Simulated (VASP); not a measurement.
# Sb (I4/mmm) in VASP: further runs, part 2 of 3

VASP 6.6.1. The steps go on from the part before.

### Step 3. Single point, PBEsol (strain +0.0150 x Voigt [1, 0, 0, 0, 0, 0])

File INCAR:

```
SYSTEM = Sb
PREC = Accurate
ENCUT = 520
EDIFF = 1E-6
ISMEAR = 0
SIGMA = 0.15
LREAL = .FALSE.
LASPH = .TRUE.
NELM = 60
ALGO = Normal
ISIF = 2
LWAVE = .FALSE.
LCHARG = .FALSE.
GGA = PS
NBANDS = 8
```

File KPOINTS:

```
Automatic mesh
0
G
  18 18 18
  0 0 0
```

File POSCAR:

```
Sb
1.0
   -1.8994109996      1.8713408863      1.8713408863
    1.8994109996     -1.8713408863      1.8713408863
    1.8994109996      1.8713408863     -1.8713408863
Sb
1
Direct
    0.0000000000      0.0000000000      0.0000000000
```

Potentials or basis: VASP PAW PBE potentials, release 64 (Sb).

Run with:

```console
cat potpaw_PBE.64/Sb/POTCAR > POTCAR
mpirun -np 1 vasp_std > vasp.out
```

OUTCAR:

```text
SYSTEM = Sb
   PREC = Accurate
   ENCUT = 520
   EDIFF = 1E-6
   ISMEAR = 0
   LREAL = .FALSE.
   LASPH = .TRUE.
   NELM = 60
   ISIF = 2
   GGA = PS

 ion  position               nearest neighbor table
   1  0.000  0.000  0.000-

  LATTYP: Found a body centered tetragonal cell.
 ALAT       =     3.7426817726
 C/A-ratio  =     1.0150000000

  Lattice vectors:

 A1 = (  -1.8994109996,   1.8713408863,  -1.8713408863)
 A2 = (  -1.8994109996,  -1.8713408863,   1.8713408863)
 A3 = (   1.8994109996,   1.8713408863,   1.8713408863)

Analysis of symmetry for initial positions (statically):
=====================================================================
 Subroutine PRICEL returns:
 Original cell was already a primitive cell.

 Routine SETGRP: Setting up the symmetry group for a
 body centered tetragonal supercell.

 Subroutine GETGRP returns: Found 16 space group operations
 (whereof 16 operations were pure point group operations)
 out of a pool of 16 trial point group operations.

The static configuration has the point symmetry D_4h.

Analysis of symmetry for dynamics (positions and initial velocities):
=====================================================================
 Subroutine PRICEL returns:
 Original cell was already a primitive cell.

 Routine SETGRP: Setting up the symmetry group for a
 body centered tetragonal supercell.

 Subroutine GETGRP returns: Found 16 space group operations
 (whereof 16 operations were pure point group operations)
 out of a pool of 16 trial point group operations.

The dynamic configuration has the point symmetry D_4h.

 Subroutine INISYM returns: Found 16 space group operations
 (whereof 16 operations are pure point group operations),
 and found     1 'primitive' translations

----------------------------------------------------------------------------------------

                                     Primitive cell

  volume of cell :      26.6063

  direct lattice vectors                    reciprocal lattice vectors
    -1.899411000  1.871340886  1.871340886     0.000000000  0.267188092  0.267188092
     1.899411000 -1.871340886  1.871340886     0.263239499  0.000000000  0.267188092
     1.899411000  1.871340886 -1.871340886     0.263239499  0.267188092  0.000000000

  length of vectors
     3.257544408  3.257544408  3.257544408     0.377861023  0.375079338  0.375079338

  position of ions in fractional coordinates (direct lattice)
     0.000000000  0.000000000  0.000000000

  ion indices of the primitive-cell ions
   primitive index   ion index
                 1           1

----------------------------------------------------------------------------------------

 KPOINTS: Automatic mesh

Automatic generation of k-mesh.
 Grid dimensions read from file:
 generate k-points for:   18   18   18

 Generating k-lattice:

  Cartesian coordinates                     Fractional coordinates (reciprocal lattice)
     0.000000000  0.014843783  0.014843783     0.055555556  0.000000000  0.000000000
     0.014624417  0.000000000  0.014843783    -0.000000000  0.055555556  0.000000000
     0.014624417  0.014843783  0.000000000    -0.000000000  0.000000000  0.055555556

  Length of vectors
     0.020992279  0.020837741  0.020837741

  Shift w.r.t. Gamma in fractional coordinates (k-lattice)
     0.000000000  0.000000000  0.000000000

 Subroutine IBZKPT returns following result:
 ===========================================

 Found    480 irreducible k-points:

 Following reciprocal coordinates:
            Coordinates               Weight
  0.000000  0.000000  0.000000      1.000000
  0.055556  0.000000  0.000000      4.000000
  0.111111  0.000000  0.000000      4.000000
  0.166667  0.000000  0.000000      4.000000
  0.222222  0.000000  0.000000      4.000000
  0.277778  0.000000  0.000000      4.000000
[... 16 lines left out ...]
  0.166667  0.111111  0.000000     16.000000
  0.222222  0.111111  0.000000     16.000000
 [... further k-points ...]
   k-points           NKPTS =    480   k-points in BZ     NKDIM =    480   number of bands    NBANDS=      8
   number of dos      NEDOS =    301   number of ions     NIONS =      1
   total plane-waves  NPLWV =  13824
   dimension x,y,z NGX =    24 NGY =   24 NGZ =   24
   dimension x,y,z NGXF=    48 NGYF=   48 NGZF=   48
   ions per type =               1
   NGX,Y,Z   is equivalent  to a cutoff of  12.25, 12.25, 12.25 a.u.
   NGXF,Y,Z  is equivalent  to a cutoff of  24.50, 24.50, 24.50 a.u.
 SYSTEM =  Sb
   PREC   = accura    normal or accurate (medium, high low for compatibility)
   ISTART =      0    job   : 0-new  1-cont  2-samecut
   ICHARG =      2    charge: 1-file 2-atom 10-const
   ISPIN  =      1    spin polarized calculation?
   LNONCOLLINEAR =      F non collinear calculations
   LSORBIT =      F    spin-orbit coupling
   LASPH  =      T    aspherical Exc in radial PAW
   ENCUT  =  520.0 eV  38.22 Ry    6.18 a.u.   6.06  6.06  6.06*2*pi/ulx,y,z
   NELM   =     60;   NELMIN=  2; NELMDL= -5     # of ELM steps
   EDIFF  = 0.1E-05   stopping-criterion for ELM
   LREAL  =      F    real-space projection
   EDIFFG = 0.1E-04   stopping-criterion for IOM
   NSW    =      0    number of steps for IOM
   IBRION =     -1    ionic relax: 0-MD 1-quasi-New 2-CG
   NFREE  =      0    steps in history (QN), initial steepest desc. (CG)
   ISIF   =      2    stress and relaxation
   ISYM   =      2    0-nonsym 1-usesym 2-fastsym
   POTIM  = 0.5000    time-step for ionic-motion
   TEBEG  =    0.0;   TEEND  =   0.0 temperature during run
   PSTRESS=    0.0 pullay stress
   NELECT =       5.0000    total number of electrons
   NUPDOWN=      -1.0000    fix difference up-down
   EMIN   =  10.00;   EMAX   =-10.00  energy-range for DOS
   EFERMI =   0.00;   METHOD = LEGACY
   ISMEAR =     0;   SIGMA  =   0.15  broadening in eV -4-tet -1-fermi 0-gaus
   EFERMI_NEDOS =   21; number of points for ismear=-14 and -15
   IALGO  =     38    algorithm
   IMIX   =      4    mixing-type and parameters
     AMIX     =   0.40;   BMIX     =  1.00
     AMIX_MAG =   1.60;   BMIX_MAG =  1.00
  volume/ion in A,a.u.               =      26.61       179.55
  Fermi-wavevector in a.u.,A,eV,Ry     =   0.937713  1.772021 11.963679  0.879306
  Thomas-Fermi vector in A             =   2.064852
   LORBIT       =      0    0 simple, 1 ext, 2 COOP (PROOUT), +10 PAW based schemes
   GGA     = PS    functional components
   LHFCALC =     F    Hartree Fock is set to
   AEXX    =    0.0000 exact exchange contribution
   IVDW    =     0    specifies the selected vdW correction
   LEPSILON=     F    determine dielectric tensor
   LRPA    =     F    only Hartree local field effects (RPA)
 non-spin polarized calculation
 Gauss-broadening in eV      SIGMA  =   0.15
  energy-cutoff  :      520.00
  volume of cell :       26.61
 maximum number of plane-waves:       733
   NGX = 13   NGY = 13   NGZ = 13

 number of electron       4.9999999 magnetization

 Free energy of the ion-electron system (eV)
  ---------------------------------------------------
  ext. energy  EPLUGINS =         0.00000000
  ---------------------------------------------------
  free energy    TOTEN  =        -4.38717224 eV

  energy without entropy =       -4.38087174  energy(sigma->0) =       -4.38402199

 E-fermi :   8.4566     XC(G=0): -10.3830

 val. band max:        8.4505047786   @ k =  -0.3889   0.3889   0.2222
 cond. band min:       8.4762865436   @ k =   0.3889  -0.3333   0.1667
 fundamental gap:      0.0257817650
 Fermi energy:         8.4565822092

 k-point     1 :       0.0000    0.0000    0.0000
  band No.  band energies     occupation
      1      -4.4914      2.00000
      2      13.9922      0.00000
      3      14.0554      0.00000
      4      14.0554      0.00000
      5      19.0237      0.00000
      6      19.0237      0.00000
      7      19.2635      0.00000
      8      20.1405      0.00000

 k-point     2 :       0.0556    0.0000    0.0000
  band No.  band energies     occupation
      1      -4.4253      2.00000
      2      13.5345      0.00000
      3      13.7594      0.00000
      4      13.9873      0.00000
      5      18.5217      0.00000
      6      18.7106      0.00000
      7      19.3294      0.00000
      8      19.9388      0.00000
[... 221 lines left out ...]
 k-point    23 :       0.1667    0.1111    0.0000
  band No.  band energies     occupation
      1      -3.2518      2.00000
      2       8.8052      0.00101
      3      10.9040      0.00000
      4      12.5387      0.00000
      5      16.6947      0.00000
      6      17.5342      0.00000
      7      19.3308      0.00000
      8      21.1255      0.00000

 k-point    24 :       0.2222    0.1111    0.0000
  band No.  band energies     occupation
      1      -2.6767      2.00000
      2       7.3480      2.00000
      3      10.1369      0.00000
      4      12.1356      0.00000
      5      16.2505      0.00000
      6      17.5127      0.00000
      7      19.3563      0.00000
      8      22.2889      0.00000

 [... further k-points ...]
[... 5 lines left out ...]
  --------------------------------------------------------------------------------------
  -------------------------------------------------------------------------------------
  Total       -0.3692231     -0.2354451     -0.2354451      0.0000000      0.0000000     -0.0000000
  in kB      -22.2338525    -14.1780175    -14.1780175      0.0000000      0.0000000     -0.0000000
  external PRESSURE =     -16.8632958 kB  Pullay stress =       0.0000000 kB

 VOLUME and BASIS-vectors are now :
 -----------------------------------------------------------------------------
  energy-cutoff  :      520.00
  volume of cell :       26.61
      direct lattice vectors                 reciprocal lattice vectors
    -1.899411000  1.871340886  1.871340886     0.000000000  0.267188092  0.267188092
     1.899411000 -1.871340886  1.871340886     0.263239499  0.000000000  0.267188092
     1.899411000  1.871340886 -1.871340886     0.263239499  0.267188092  0.000000000

 POSITION                                       TOTAL-FORCE (eV/Angst)
 -----------------------------------------------------------------------------------
      0.00000      0.00000      0.00000         0.000000      0.000000     -0.000000
 -----------------------------------------------------------------------------------
    total drift:                                0.000000     -0.000000     -0.000000

  FREE ENERGIE OF THE ION-ELECTRON SYSTEM (eV)
  ---------------------------------------------------
  free  energy   TOTEN  =        -4.3871722369 eV

  energy  without entropy=       -4.3808717429  energy(sigma->0) =       -4.38402199
```

Run time: 25 s. Hardware: 1 thread of Intel Xeon Platinum 8488C (Sapphire Rapids), shared host; peak memory 0.22 GiB.

Results:

```
Free energy : -4.3872 eV
Pressure    : -1.7 GPa
```

Caveat: the cell differs from its parent crystal (strain +0.0150 x Voigt [1, 0, 0, 0, 0, 0]); the PAW data sets were made with another functional, which shifts forces and pressure a little; spin-orbit coupling is left out, which moves the levels of the heavy elements.

(Part 2 of 3 ends here.)
